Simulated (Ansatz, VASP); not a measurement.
AlAs: VASP beside Ansatz

INCAR

```
  ALGO = Normal
  EDIFF = 1E-8
  ENCUT = 400
  GGA = PS
  GGA_COMPAT = F
  ISIF = 2
  ISMEAR = -1
  LASPH = T
  LCHARG = F
  LEFG = T
  LREAL = F
  LWAVE = F
  NBANDS = 11
  NELM = 120
  PREC = Accurate
  SIGMA = 0.05
```

File KPOINTS:

```
k-points
0
Gamma
  11 11 11
```

POSCAR

```
AlAs
1.0
    0.0000000000      2.7737920000      2.8304000000
    2.7737920000      0.0000000000      2.8304000000
    2.7737920000      2.7737920000      0.0000000000
Al As
1 1
Direct
    0.0000000000      0.0000000000      0.0000000000
    0.7500000000      0.7500000000      0.7500000000
```

Input for Ansatz:

```yaml
crystal:
  lattice:
    - [0.0, 2.773792, 2.8304]
    - [2.773792, 0.0, 2.8304]
    - [2.773792, 2.773792, 0.0]
  atoms:
    - { symbol: Al, position: [0.0, 0.0, 0.0] }
    - { symbol: As, position: [0.75, 0.75, 0.75] }
kpoints:
  mp_grid: { grid: [11, 11, 11] }
scf:
  occupations: { method: fermi_dirac, width: 0.05 }
hamiltonian:
  xc: pbesol
  pseudopotentials: { kind: all_electron, datasets: crystal }
output:
  forces: true
  stress: true
  eigenvalues: true
  efg: { contact_densities: true }
```

Change from the starting cell: equal xx and yy strain of -2 %, crystal datasets.

Alike in both runs: task electric field gradients; functional PBEsol; k mesh 11 × 11 × 11; occupations fermi-dirac, width 0.05 eV; no spin polarisation.

|  | VASP | Ansatz |
| --- | --- | --- |
| version | VASP 6.6.1 | Ansatz 0.2.0 |
| potentials or method | VASP PAW PBE potentials, release 64 (Al, As), cutoff 400 eV | all-electron PAW with datasets made for the crystal, scalar-relativistic |

|  | VASP | Ansatz | Ansatz less VASP |
| --- | --- | --- | --- |
| pressure (GPa) | 4.1 | 3.8 | -0.35 |
| traceless stress, the component that is largest in VASP (GPa) | -0.72 | -0.73 | -0.008 |
| size of Vzz on the site where it differs most (V/Å²) | 5.2 | 5.6 | +0.38 |

VASP's potentials were made for PBE, not for PBEsol. Ansatz ran all-electron here, and VASP with PAW potentials.
